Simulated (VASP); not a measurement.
Ni, 2 atoms in the cell. It takes space group Fm-3m (No. 225, cubic). The conventional cell has a = 3.533 Å, b = 3.533 Å, c = 3.533 Å, α = 90.00°, β = 90.00°, γ = 90.00°. Within 3.3 Å of Ni (site symmetry m-3m) lie 12 Ni at 2.50 Å. 

| Property | Result |
| --- | --- |
| Program | VASP 6.6.1 |
| Task | single point |
| Functional | r2SCAN |
| Potentials or basis | VASP PAW PBE potentials, release 64 (Ni) |
| Cutoff | 520 eV |
| k mesh | 13 × 13 × 7 |
| Occupations | gaussian, width 0.1 eV |
| Spin | collinear spin, ferromagnetic start |
| Starting moments | [2.0, 2.0] μB |
| Dipole correction | no |
| Further INCAR settings | ALGO = Normal; EDIFF = 1e-06; NBANDS = 21; ISYM = 0 |

Potentials or basis: VASP PAW PBE potentials, release 64 (Ni).

The run is started by

```console
$ cat potpaw_PBE.64/Ni/POTCAR > POTCAR
$ cp INCAR.step1 INCAR
$ mpirun -np 1 vasp_std > vasp.out
$ cp INCAR.step2 INCAR
$ mpirun -np 1 vasp_std > vasp.out
```

Hardware: 1 thread of Oxide Virtual Turin-like Processor, with other jobs on the host.

Q: Estimate the wall time of this run.

A: Wall time 34 min on 1 thread of Oxide Virtual Turin-like Processor, with other jobs on the host, peak memory 0.43 GiB. Counts: k points 592.
